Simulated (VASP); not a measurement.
System: In5GaAsP5 (an interface model).

```
In P As Ga
1.0
     2.83000   -2.83000    0.00000
     0.00000    0.00000    5.66000
    -8.96690   -8.96690    0.00000
In P As Ga
5 5 1 1
Direct
  0.98133 0.04620 0.67868
  0.01821 0.97322 0.99298
  0.01700 0.00820 0.33512
  0.49426 0.49596 0.50440
  0.50049 0.51251 0.16153
  0.98325 0.28255 0.50901
  0.00329 0.27483 0.15613
  0.53088 0.74055 0.34148
  0.52432 0.73136 0.66519
  0.50044 0.76968 0.01145
  0.98474 0.24478 0.84845
  0.51409 0.51810 0.83064
```

Program: VASP 6.6.1. Alike in all runs: task single point; potentials or basis VASP PAW PBE potentials, release 64 (In_d, P, As, Ga_d); no spin polarisation; cell as given; cutoff (eV) 520.

**Question.** Order these runs on this cell by their band gap on the k mesh, lowest first.
A. level PBEsol; k mesh 4 × 3 × 1; smearing gaussian 0.05 eV
B. level PBEsol; k mesh 1 × 1 × 2; smearing fermi-dirac 0.05 eV
C. level revPBE; k mesh 4 × 3 × 1; smearing gaussian 0.01 eV

**Answer.** B (0.25 eV), A (0.40 eV), C (0.57 eV).

Caveats: all runs use coarse meshes; spin-orbit coupling is left out, which moves the levels of the heavy elements.
